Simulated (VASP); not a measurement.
Here is a VASP 6.6.1 calculation.

File INCAR:

```
PREC     = Accurate       # precision mode
ENCUT    = 520            # plane-wave cutoff, eV
EDIFF    = 1E-7           # SCF threshold, eV
ISMEAR   = -1             # smearing method
SIGMA    = 0.02           # smearing width, eV
LREAL    = False          # projectors in reciprocal space
LASPH    = True           # aspherical terms in the spheres
NELM     = 60             # most SCF steps
ALGO     = Normal         # electronic algorithm
ISIF     = 2              # what is computed and relaxed
LWAVE    = False          # write WAVECAR
LCHARG   = True           # write CHGCAR
GGA      = CA             # functional
LELF     = True           # ELF
LVHAR    = True         
NBANDS   = 16             # bands
```

Contents of KPOINTS:

```
Automatic mesh
0
Gamma
  8 8 8
```

The input POSCAR:

```
AgCl
1.0
    0.0000000000      2.7545376942      2.7545376942
    2.7545376942      0.0000000000      2.7545376942
    2.7545376942      2.7545376942      0.0000000000
Ag Cl
1 1
Direct
    0.5000000000      0.5000000000      0.5000000000
    0.0000000000      0.0000000000      0.0000000000
```

Potentials or basis: VASP PAW LDA potentials, release 64 (Ag, Cl).

Run with:

```console
$ cat potpaw_LDA.64/Ag/POTCAR potpaw_LDA.64/Cl/POTCAR > POTCAR
$ mpirun -np 1 vasp_std > vasp.out
```

(1) Predict the pressure.

(2) Estimate the band gap on the k mesh.

## Answers

(1) -4.7 GPa.

(2) 0.64 eV, indirect (least direct gap 3.03 eV).
